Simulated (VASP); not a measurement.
MnS (Rambergite): single point with PBE+U

Crystal: MnS (Rambergite).

```
Mn S
1.0
     3.97600    0.00000    0.00000
    -1.98800    3.44332    0.00000
     0.00000    0.00000    6.43200
Mn S
2 2
Direct
  0.33333 0.66667 0.00000
  0.66667 0.33333 0.50000
  0.33333 0.66667 0.38500
  0.66667 0.33333 0.88500
```

- Program: VASP 6.6.1
- Task: single point
- Functional: PBE
- Potentials or basis: VASP PAW PBE potentials, release 64 (Mn_pv, S)
- Cutoff: 520 eV
- k mesh: 8 × 8 × 5
- Occupations: fermi-dirac, width 0.05 eV
- Spin: no spin polarisation
- Hubbard terms: Mn d U = 4.0 eV

- Pressure: -13.0 GPa
- Largest force: 0.201 eV/Å
- Band gap on the k mesh: zero (band 19 reaches 5.51 eV, above the bottom of band 20 at 3.80 eV)

Forces on the atoms (eV/Å):
```
Mn   0.000  0.000 -0.201
Mn   0.000  0.000 -0.201
S    0.000  0.000  0.201
S    0.000  0.000  0.201
```

Stress tensor (GPa, compression positive):
```
-14.15   0.00   0.00
  0.00 -14.15   0.00
  0.00   0.00 -10.60
```

Levels at points of the mesh, in eV from the Fermi level:
| k point | band 17 | band 18 | band 19 | band 20 | band 21 | band 22 |
| --- | --- | --- | --- | --- | --- | --- |
| (0.00, 0.00, 0.00) | -1.91 | -1.91 | 0.78 | 1.30 | 1.30 | 1.73 |
| (0.50, 0.00, 0.00) | -1.74 | -1.51 | -0.23 | -0.10 | 0.32 | 0.76 |

Eigenvalues of the final occupation matrices:
```csv
site,spin,trace,eigenvalues
site 1 d,1,2.54,0.12 0.32 0.32 0.89 0.89
site 1 d,2,2.54,0.12 0.32 0.32 0.89 0.89
site 2 d,1,2.54,0.12 0.32 0.32 0.89 0.89
site 2 d,2,2.54,0.12 0.32 0.32 0.89 0.89
```

Wall time 93 s on 1 thread of Oxide Virtual Turin-like Processor, on a shared host, peak memory 0.19 GiB.

Caveat: the run has no spin polarisation, though such a crystal can be magnetic; U without spin polarisation on a metal has little footing. Spin polarisation is off, so any magnetic state and its effect on volume and gap are missing.
